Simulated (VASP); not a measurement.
A run of VASP 6.6.1 is set up as follows.

Contents of POSCAR:

```
WC
1.0
   -2.9956770000     -5.1886650000      0.0000000000
    4.4935150000     -2.5943320000      0.0000000000
    0.0000000000      0.0000000000      5.8447700000
W C
8 8
Direct
    0.7560506169      0.4392292991      0.0324221483
    0.7527309275      0.4695742034      0.5373179783
    0.5124338003     -0.0385252637      0.0437998416
    0.5025041194     -0.0313473900      0.5307137834
    0.2269717022      0.4810563463      0.0398818089
    0.2755204947      0.4903445096      0.5070173848
    0.0227816075     -0.0291428119      0.0222421070
   -0.0239196097     -0.0257828058      0.5216116289
    0.4986084581      0.6358429626      0.2977704854
    0.4999939139      0.6566619379      0.7615013080
    0.2466038449      0.1133067245      0.3167618230
    0.2514195527      0.1341648512      0.7888248810
    0.0026288291      0.6137456140      0.2926548008
    0.0015183147      0.6601398639      0.7791581191
    0.7526023877      0.1072331266      0.2682398110
    0.7577566830      0.1122271244      0.7680199563
```

The input INCAR.step1:

```
PREC = Accurate
ENCUT = 520
ISMEAR = -1
SIGMA = 0.24
LREAL = Auto
LASPH = True
NELM = 80
NBANDS = 86
GGA = PE
ALGO = Normal
EDIFF = 1E-4
LWAVE = True
LCHARG = False
```

File INCAR.step2:

```
PREC = Accurate
ENCUT = 520
EDIFF = 1E-6
ISMEAR = -1
SIGMA = 0.24
LREAL = Auto
LASPH = True
NELM = 80
ALGO = Normal
ISIF = 2
LWAVE = False
LCHARG = False
METAGGA = R2SCAN
LMIXTAU = True
NBANDS = 86
ISTART = 1
```

File KPOINTS:

```
Automatic mesh
0
Gamma
  2 2 2
```

Potentials or basis: VASP PAW PBE potentials, release 64 (W_sv, C).

Command:

```sh
$ cat potpaw_PBE.64/W_sv/POTCAR potpaw_PBE.64/C/POTCAR > POTCAR
$ cp INCAR.step1 INCAR
$ mpirun -np 1 vasp_std > vasp.out
$ cp INCAR.step2 INCAR
$ mpirun -np 1 vasp_std > vasp.out
```

Task: Predict the band gap on the k mesh.

Result: Zero (band 72 reaches 10.31 eV, above the bottom of band 73 at 10.01 eV).

Task: What does it give for the pressure?

Result: -17.8 GPa.

Task: Predict the largest force.

Result: 7.364 eV/Å.

Forces in eV/Å, atoms in the order of the input:
```
W    2.352 -0.852 -0.467
W    0.050 -0.206 -0.357
W    0.458  1.657 -2.538
W    0.602 -0.364  0.973
W   -2.499 -2.034 -2.533
W   -0.706  5.262  5.103
W    0.744  2.102  0.829
W   -3.295 -2.385  1.134
C   -0.660 -1.569 -2.722
C   -1.381  0.441  1.799
C    1.019 -0.811 -2.569
C    0.467 -0.864 -0.036
C    1.131  0.090 -0.599
C   -1.487  0.749  0.001
C    1.011 -0.790  0.345
C    2.195 -0.427  1.637
```

Caveat: the k points lie up to 0.61 Å⁻¹ apart; the PAW data sets were made with another functional, which shifts forces and pressure a little; spin-orbit coupling is left out, which moves the levels of the heavy elements.
